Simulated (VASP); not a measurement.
Write the native input for VASP 6.6.1 that does the following.

* Task: single point
* Functional: r2SCAN
* Potentials or basis: VASP PAW PBE potentials, release 64 (Co, Si)
* Cutoff: 520 eV
* k mesh: 8 × 8 × 8
* Occupations: gaussian, width 0.05 eV
* Spin: collinear spin, ferromagnetic start
* Starting moments: [0.05, 0.0, 0.0] μB
* Dipole correction: no
* Further INCAR settings: ALGO = Normal; EDIFF = 1e-07; NBANDS = 20

The system is CoSi2.

```
Co Si
1.0
     0.00000    2.65746    2.65746
     2.65746    0.00000    2.65746
     2.65746    2.65746    0.00000
Co Si
1 2
Direct
  0.00000 0.00000 0.00000
  0.25000 0.25000 0.25000
  0.75000 0.75000 0.75000
```

These files were run (other wordings do the same):

POSCAR

```
CoSi2
1.0
    0.0000000000      2.6574640070      2.6574640070
    2.6574640070      0.0000000000      2.6574640070
    2.6574640070      2.6574640070      0.0000000000
Co Si
1 2
Direct
    0.0000000000      0.0000000000      0.0000000000
    0.2500000000      0.2500000000      0.2500000000
    0.7500000000      0.7500000000      0.7500000000
```

INCAR.step1

```
SYSTEM = CoSi2
ALGO = Normal
EDIFF = 1E-4
ENCUT = 520
GGA = PE
ISMEAR = 0
ISPIN = 2
LASPH = .TRUE.
LCHARG = .FALSE.
LMAXMIX = 4
LREAL = .FALSE.
LWAVE = .TRUE.
MAGMOM = 0.05 0 0
NBANDS = 20
NELM = 150
PREC = Accurate
SIGMA = 0.05
```

INCAR.step2

```
SYSTEM = CoSi2
ALGO = Normal
EDIFF = 1E-7
ENCUT = 520
ISIF = 2
ISMEAR = 0
ISPIN = 2
ISTART = 1
LASPH = .TRUE.
LCHARG = .TRUE.
LELF = .TRUE.
LMAXMIX = 4
LMIXTAU = .TRUE.
LORBIT = 11
LREAL = .FALSE.
LVHAR = .TRUE.
LWAVE = .FALSE.
MAGMOM = 0.05 0 0
METAGGA = R2SCAN
NBANDS = 20
NELM = 150
PREC = Accurate
SIGMA = 0.05
```

KPOINTS

```
k-points
0
G
  8 8 8
  0 0 0
```

Potentials or basis: VASP PAW PBE potentials, release 64 (Co, Si).

Command:

```sh
$ cat potpaw_PBE.64/Co/POTCAR potpaw_PBE.64/Si/POTCAR > POTCAR
$ cp INCAR.step1 INCAR
$ mpirun -np 1 vasp_std > vasp.out
$ cp INCAR.step2 INCAR
$ mpirun -np 1 vasp_std > vasp.out
```

Results of the run:

- Pressure: -0.1 GPa
- Net moment: 0.00 μB per cell
- Valence electrons inside the program's atomic spheres: Co 8.98; Si 1.61

Caveat: the PAW data sets were made with another functional, which shifts forces and pressure a little.

It took 7.1 min on 1 thread of AMD EPYC 7R13, on a shared host, peak memory 0.17 GiB.
